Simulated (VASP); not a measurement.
# Al3GaN4 (R3m) in VASP: notebook

Runs on Al3GaN4. Level: PBEsol. Tasks: single point.

All numbers are computed with VASP 6.6.1; they aren't measurements. Logs are shortened: lines on timing, memory, paths and dates and some standing lists are left out, and cuts for length are marked.

### Step 1. The cell of the first run

Symmetry: R3m, No. 160, trigonal system. Conventional cell: a = 6.077 Å, b = 6.077 Å, c = 8.702 Å, α = 90.00°, β = 90.00°, γ = 120.00°. Within 2.5 Å of Al (site symmetry m) lie 4 N at 1.88 to 2.16 Å. Within 2.6 Å of Ga (site symmetry 3m) lie 4 N at 1.94 to 2.22 Å. N (site symmetry m) has 3 Al at 1.89 to 2.16 Å and 1 Ga at 1.94 Å within 2.5 Å. N (site symmetry 3m) has 3 Al at 1.88 Å and 1 Ga at 2.22 Å within 2.5 Å.

### Step 2. Single point, PBEsol

Input file INCAR:

```
PREC = Accurate ; ENCUT = 520
EDIFF = 1E-6 ; ISMEAR = 0
SIGMA = 0.05 ; LREAL = False
LASPH = True ; NELM = 60
ALGO = Normal ; ISIF = 2
LWAVE = False ; LCHARG = False
GGA = PS ; NBANDS = 31
```

Input file KPOINTS:

```
regular mesh
0
Gamma
  6 6 6
```

Input file POSCAR:

```
Al3GaN4
1.0
    4.5393319947      0.2423915143      0.2423915143
    0.2423915143      4.5393319947      0.2423915143
    0.2423915143      0.2423915143      4.5393319947
Al Ga N
3 1 4
Direct
    0.5000000000      0.5000000000      0.0000000000
    0.5000000000      0.0000000000      0.5000000000
    0.0000000000      0.5000000000      0.5000000000
    0.0000000000      0.0000000000      0.0000000000
    0.7447140287      0.7447140287      0.2552859713
    0.7447140287      0.2552859713      0.7447140287
    0.2552859713      0.7447140287      0.7447140287
    0.2552859713      0.2552859713      0.2552859713
```

Potentials or basis: VASP PAW PBE potentials, release 64 (Al, Ga_d, N).

Run with:

```bash
cat potpaw_PBE.64/Al/POTCAR potpaw_PBE.64/Ga_d/POTCAR potpaw_PBE.64/N/POTCAR > POTCAR
mpirun -np 1 vasp_std > vasp.out
```

OUTCAR:

```text
PREC = Accurate
   ENCUT = 520
   EDIFF = 1E-6
   ISMEAR = 0
   LREAL = False
   LASPH = True
   NELM = 60
   ISIF = 2
   GGA = PS

 ion  position               nearest neighbor table
   1  0.500  0.500  0.000-   8 1.88   7 1.89   6 1.89   5 2.16   2 3.04   3 3.04   2 3.04   4 3.04
                             3 3.04   4 3.04
   2  0.500  0.000  0.500-   8 1.88   7 1.89   5 1.89   6 2.16   1 3.04   4 3.04   1 3.04   3 3.04
                             3 3.04   4 3.04
   3  0.000  0.500  0.500-   8 1.88   6 1.89   5 1.89   7 2.16   1 3.04   4 3.04   2 3.04   4 3.04
                             1 3.04   2 3.04
   4  0.000  0.000  0.000-   5 1.94   6 1.94   7 1.94   8 2.22   2 3.04   3 3.04   1 3.04   3 3.04
                             1 3.04   2 3.04
   5  0.745  0.745  0.255-   2 1.89   3 1.89   4 1.94   1 2.16
   6  0.745  0.255  0.745-   3 1.89   1 1.89   4 1.94   2 2.16
   7  0.255  0.745  0.745-   2 1.89   1 1.89   4 1.94   3 2.16
   8  0.255  0.255  0.255-   1 1.88   2 1.88   3 1.88   4 2.22

  LATTYP: Found a trigonal (rhomboedric) cell.
 ALAT       =     4.5522568305
 COS(alpha) =     0.1090257276

  Lattice vectors:

 A1 = (   4.5393319947,   0.2423915143,   0.2423915143)
 A2 = (   0.2423915143,   4.5393319947,   0.2423915143)
 A3 = (   0.2423915143,   0.2423915143,   4.5393319947)

Analysis of symmetry for initial positions (statically):
=====================================================================
 Subroutine PRICEL returns:
 Original cell was already a primitive cell.

 Routine SETGRP: Setting up the symmetry group for a
 trigonal (rhombohedral) supercell.

 Subroutine GETGRP returns: Found  6 space group operations
 (whereof  6 operations were pure point group operations)
 out of a pool of 12 trial point group operations.

The static configuration has the point symmetry C_3v.

Analysis of symmetry for dynamics (positions and initial velocities):
=====================================================================
 Subroutine PRICEL returns:
 Original cell was already a primitive cell.

 Routine SETGRP: Setting up the symmetry group for a
 trigonal (rhombohedral) supercell.

 Subroutine GETGRP returns: Found  6 space group operations
 (whereof  6 operations were pure point group operations)
 out of a pool of 12 trial point group operations.

The dynamic configuration has the point symmetry C_3v.

 Subroutine INISYM returns: Found  6 space group operations
 (whereof  6 operations are pure point group operations),
 and found     1 'primitive' translations

----------------------------------------------------------------------------------------

                                     Primitive cell

  volume of cell :      92.7637

  direct lattice vectors                    reciprocal lattice vectors
     4.539331995  0.242391514  0.242391514     0.221495827 -0.011227899 -0.011227899
     0.242391514  4.539331995  0.242391514    -0.011227899  0.221495827 -0.011227899
     0.242391514  0.242391514  4.539331995    -0.011227899 -0.011227899  0.221495827

  length of vectors
     4.552256830  4.552256830  4.552256830     0.222064254  0.222064254  0.222064254

  position of ions in fractional coordinates (direct lattice)
     0.500000000  0.500000000  0.000000000
     0.500000000  0.000000000  0.500000000
     0.000000000  0.500000000  0.500000000
     0.000000000  0.000000000  0.000000000
     0.744714029  0.744714029  0.255285971
     0.744714029  0.255285971  0.744714029
     0.255285971  0.744714029  0.744714029
     0.255285971  0.255285971  0.255285971

  ion indices of the primitive-cell ions
   primitive index   ion index
                 1           1
                 2           2
                 3           3
                 4           4
                 5           5
                 6           6
                 7           7
                 8           8

----------------------------------------------------------------------------------------

 KPOINTS: regular mesh

Automatic generation of k-mesh.
 Grid dimensions read from file:
 generate k-points for:    6    6    6

 Generating k-lattice:

  Cartesian coordinates                     Fractional coordinates (reciprocal lattice)
     0.036915971 -0.001871317 -0.001871317     0.166666667  0.000000000  0.000000000
    -0.001871317  0.036915971 -0.001871317     0.000000000  0.166666667  0.000000000
    -0.001871317 -0.001871317  0.036915971     0.000000000  0.000000000  0.166666667

  Length of vectors
     0.037010709  0.037010709  0.037010709

  Shift w.r.t. Gamma in fractional coordinates (k-lattice)
     0.000000000  0.000000000  0.000000000

 Subroutine IBZKPT returns following result:
 ===========================================

 Found     32 irreducible k-points:

 Following reciprocal coordinates:
            Coordinates               Weight
  0.000000  0.000000  0.000000      1.000000
  0.166667 -0.000000 -0.000000      6.000000
  0.333333 -0.000000 -0.000000      6.000000
  0.500000 -0.000000 -0.000000      3.000000
  0.166667  0.166667 -0.000000      6.000000
  0.333333  0.166667 -0.000000     12.000000
[... 16 lines left out ...]
  0.500000  0.500000  0.166667      6.000000
 -0.333333  0.500000  0.166667     12.000000
 [... further k-points ...]
   k-points           NKPTS =     32   k-points in BZ     NKDIM =     32   number of bands    NBANDS=     31
   number of dos      NEDOS =    301   number of ions     NIONS =      8
   total plane-waves  NPLWV =  46656
   dimension x,y,z NGX =    36 NGY =   36 NGZ =   36
   dimension x,y,z NGXF=    72 NGYF=   72 NGZF=   72
   ions per type =               3   1   4
   NGX,Y,Z   is equivalent  to a cutoff of  13.15, 13.15, 13.15 a.u.
   NGXF,Y,Z  is equivalent  to a cutoff of  26.29, 26.29, 26.29 a.u.
 SYSTEM =  unknown system
   PREC   = accura    normal or accurate (medium, high low for compatibility)
   ISTART =      0    job   : 0-new  1-cont  2-samecut
   ICHARG =      2    charge: 1-file 2-atom 10-const
   ISPIN  =      1    spin polarized calculation?
   LNONCOLLINEAR =      F non collinear calculations
   LSORBIT =      F    spin-orbit coupling
   LASPH  =      T    aspherical Exc in radial PAW
   ENCUT  =  520.0 eV  38.22 Ry    6.18 a.u.   8.46  8.46  8.46*2*pi/ulx,y,z
   NELM   =     60;   NELMIN=  2; NELMDL= -5     # of ELM steps
   EDIFF  = 0.1E-05   stopping-criterion for ELM
   LREAL  =      F    real-space projection
   EDIFFG = 0.1E-04   stopping-criterion for IOM
   NSW    =      0    number of steps for IOM
   IBRION =     -1    ionic relax: 0-MD 1-quasi-New 2-CG
   NFREE  =      0    steps in history (QN), initial steepest desc. (CG)
   ISIF   =      2    stress and relaxation
   ISYM   =      2    0-nonsym 1-usesym 2-fastsym
   POTIM  = 0.5000    time-step for ionic-motion
   TEBEG  =    0.0;   TEEND  =   0.0 temperature during run
   PSTRESS=    0.0 pullay stress
   NELECT =      42.0000    total number of electrons
   NUPDOWN=      -1.0000    fix difference up-down
   EMIN   =  10.00;   EMAX   =-10.00  energy-range for DOS
   EFERMI =   0.00;   METHOD = LEGACY
   ISMEAR =     0;   SIGMA  =   0.05  broadening in eV -4-tet -1-fermi 0-gaus
   EFERMI_NEDOS =   21; number of points for ismear=-14 and -15
   IALGO  =     38    algorithm
   IMIX   =      4    mixing-type and parameters
     AMIX     =   0.40;   BMIX     =  1.00
     AMIX_MAG =   1.60;   BMIX_MAG =  1.00
  volume/ion in A,a.u.               =      11.60        78.25
  Fermi-wavevector in a.u.,A,eV,Ry     =   1.257087  2.375549 21.500832  1.580267
  Thomas-Fermi vector in A             =   2.390763
   LORBIT       =      0    0 simple, 1 ext, 2 COOP (PROOUT), +10 PAW based schemes
   GGA     = PS    functional components
   LHFCALC =     F    Hartree Fock is set to
   AEXX    =    0.0000 exact exchange contribution
   IVDW    =     0    specifies the selected vdW correction
   LEPSILON=     F    determine dielectric tensor
   LRPA    =     F    only Hartree local field effects (RPA)
 non-spin polarized calculation
 Gauss-broadening in eV      SIGMA  =   0.05
  energy-cutoff  :      520.00
  volume of cell :       92.76
 maximum number of plane-waves:      2518
 NGX is ok and might be reduce to    36
   NGX = 17   NGY = 17   NGZ = 17

 number of electron      41.9999999 magnetization

 Free energy of the ion-electron system (eV)
  ---------------------------------------------------
  ext. energy  EPLUGINS =         0.00000000
  ---------------------------------------------------
  free energy    TOTEN  =       -58.15318994 eV

  energy without entropy =      -58.15318994  energy(sigma->0) =      -58.15318994

 E-fermi :   5.4141     XC(G=0): -10.9509

 val. band max:        5.1638902908   @ k =   0.0000   0.0000   0.0000
 cond. band min:       6.9826735247   @ k =   0.0000   0.0000   0.0000
 fundamental gap:      1.8187832339
 Fermi energy:         5.4141018859

 k-point     1 :       0.0000    0.0000    0.0000
  band No.  band energies     occupation
      1      -9.8642      2.00000
      2      -8.6172      2.00000
      3      -8.6172      2.00000
      4      -8.2023      2.00000
      5      -7.8766      2.00000
      6      -7.8766      2.00000
[... 23 lines left out ...]
     30      16.1883      0.00000
     31      16.2721      0.00000

 k-point     2 :       0.1667   -0.0000   -0.0000
  band No.  band energies     occupation
      1      -9.7514      2.00000
      2      -8.6359      2.00000
      3      -8.6225      2.00000
      4      -8.2180      2.00000
      5      -7.8757      2.00000
      6      -7.8734      2.00000
[... 23 lines left out ...]
     30      15.9201      0.00000
     31      16.0772      0.00000

 k-point     3 :       0.3333   -0.0000   -0.0000
  band No.  band energies     occupation
      1      -9.4452      2.00000
      2      -8.7188      2.00000
      3      -8.6328      2.00000
      4      -8.2670      2.00000
      5      -7.8737      2.00000
      6      -7.8629      2.00000
[... 703 lines left out ...]
     30      14.8690      0.00000
     31      15.0757      0.00000

 k-point    24 :      -0.3333    0.5000    0.1667
  band No.  band energies     occupation
      1      -8.9748      2.00000
      2      -8.7772      2.00000
      3      -8.6358      2.00000
      4      -8.1715      2.00000
      5      -7.8606      2.00000
      6      -7.8499      2.00000
[... 23 lines left out ...]
     30      15.0100      0.00000
     31      15.2229      0.00000

 [... further k-points ...]

------------------------ aborting loop because EDIFF is reached ----------------------------------------

  FORCE on cell =-STRESS in cart. coord.  units (eV):
  Direction    XX          YY          ZZ          XY          YZ          ZX
  --------------------------------------------------------------------------------------
  -------------------------------------------------------------------------------------
  Total       -4.9203248     -4.9203248     -4.9203248     -9.0855933     -9.0855933     -9.0855933
  in kB      -84.9818359    -84.9818359    -84.9818359   -156.9226461   -156.9226461   -156.9226461
  external PRESSURE =     -84.9818359 kB  Pullay stress =       0.0000000 kB

 VOLUME and BASIS-vectors are now :
 -----------------------------------------------------------------------------
  energy-cutoff  :      520.00
  volume of cell :       92.76
      direct lattice vectors                 reciprocal lattice vectors
     4.539331995  0.242391514  0.242391514     0.221495827 -0.011227899 -0.011227899
     0.242391514  4.539331995  0.242391514    -0.011227899  0.221495827 -0.011227899
     0.242391514  0.242391514  4.539331995    -0.011227899 -0.011227899  0.221495827

 POSITION                                       TOTAL-FORCE (eV/Angst)
 -----------------------------------------------------------------------------------
      2.39086      2.39086      0.24239         0.050910      0.050910      0.088207
      2.39086      0.24239      2.39086         0.050910      0.088207      0.050910
      0.24239      2.39086      2.39086         0.088207      0.050910      0.050910
      0.00000      0.00000      0.00000         0.056972      0.056972      0.056972
      3.62290      3.62290      1.51985        -0.079062     -0.079062     -0.133444
      3.62290      1.51985      3.62290        -0.079062     -0.133444     -0.079062
      1.51985      3.62290      3.62290        -0.133444     -0.079062     -0.079062
      1.28259      1.28259      1.28259         0.044570      0.044570      0.044570
 -----------------------------------------------------------------------------------
    total drift:                                0.000995      0.000995      0.000995

  FREE ENERGIE OF THE ION-ELECTRON SYSTEM (eV)
  ---------------------------------------------------
  free  energy   TOTEN  =       -58.1531899381 eV

  energy  without entropy=      -58.1531899381  energy(sigma->0) =      -58.15318994
```

Run time: 2.8 min. Hardware: 1 thread of AMD EPYC 7R13, shared host; peak memory 0.22 GiB.

What came out:

- Free energy: -58.1532 eV
- Pressure: -8.5 GPa
- Largest force: 0.174 eV/Å
- Band gap on the k mesh: 1.82 eV

Forces on the atoms (eV/Å):
```
Al   0.051  0.051  0.088
Al   0.051  0.088  0.051
Al   0.088  0.051  0.051
Ga   0.057  0.057  0.057
N   -0.079 -0.079 -0.133
N   -0.079 -0.133 -0.079
N   -0.133 -0.079 -0.079
N    0.045  0.045  0.045
```

Stress tensor (GPa, compression positive):
```
 -8.50 -15.69 -15.69
-15.69  -8.50 -15.69
-15.69 -15.69  -8.50
```

Caveat: the cell stands under tension; the PAW data sets were made with another functional, which shifts forces and pressure a little.

[end of part 1 of 2]
